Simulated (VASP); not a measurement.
A run of VASP 6.6.1:

File INCAR:

```
SYSTEM = CdSe
  PREC = Accurate
  ENCUT = 520
  EDIFF = 1E-6
  ISMEAR = 0
  SIGMA = 0.05
  LREAL = .False.
  LASPH = .True.
  NELM = 100
  ALGO = Normal
  ISIF = 2
  LWAVE = .False.
  LCHARG = .False.
  GGA = PE
  NBANDS = 26
```

The input KPOINTS:

```
regular mesh
0
Gamma
  6 6 4
  0 0 0
```

Contents of POSCAR:

```
CdSe
1.0
    4.2984999142      0.0000000000      0.0000000000
   -2.1492499571      3.7226101239      0.0000000000
    0.0000000000      0.0000000000      7.0152000000
Cd Se
2 2
Direct
    0.6666666667      0.3333333333      0.0213821416
    0.3333333333      0.6666666667      0.5000000000
    0.6666666667      0.3333333333      0.3750000000
    0.3333333333      0.6666666667      0.8750000000
```

Potentials or basis: VASP PAW PBE potentials, release 64 (Cd, Se).

Launch:

```bash
$ cat potpaw_PBE.64/Cd/POTCAR potpaw_PBE.64/Se/POTCAR > POTCAR
$ mpirun -np 1 vasp_std > vasp.out
```

Hardware: 1 thread of Intel(R) Xeon(R) Platinum 8259CL CPU @ 2.50GHz (Skylake/Cascade Lake), on a shared host.

Estimate the wall time of this run.

Run time: 56 s on 1 thread of Intel(R) Xeon(R) Platinum 8259CL CPU @ 2.50GHz (Skylake/Cascade Lake) (shared host), peak memory 0.25 GiB. Counts: scf iterations 14, k points 24.
